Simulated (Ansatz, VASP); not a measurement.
# As in VASP and in Ansatz

```
CELL_PARAMETERS angstrom
3.00317 0.00000 0.00000
-1.50158 2.60082 0.00000
0.00000 0.00000 4.86513
ATOMIC_POSITIONS crystal
As 0.19333 0.59667 0.14500
As 0.80667 0.40333 0.85500
```

Change from the starting cell: shortest bond scaled by 0.58, LAPW.

Alike in both runs: task single point; functional LDA; k mesh 11 × 11 × 6; occupations fermi-dirac, width 0.05 eV; no spin polarisation.

|  | VASP | Ansatz |
| --- | --- | --- |
| version | VASP 6.6.1 | Ansatz 0.2.0 |
| potentials or method | VASP PAW LDA potentials, release 64 (As), cutoff 520 eV | all-electron LAPW, scalar-relativistic |

Ansatz gave:

```
pressure (GPa)                                                : 77.2
traceless stress, the component that is largest in VASP (GPa) : 74.25
rms of the force components (eV/Å)                            : 14.913
```

**Question.** What did VASP give for the same quantities?

**Answer.** Pressure (GPa): 81.0; traceless stress, the component that is largest in VASP (GPa): 77.30; rms of the force components (eV/Å): 15.572.

LDA's correlation is that of Perdew and Zunger in VASP and of Perdew and Wang (1992) in Ansatz. Atom by atom the forces differ by 0.660 eV/Å (rms over components). Both programs put the cell under a high pressure, so it lies far from rest at this level. Ansatz ran all-electron here, and VASP with PAW potentials.

Noted on VASP's run: the cell as given lies far from equilibrium.
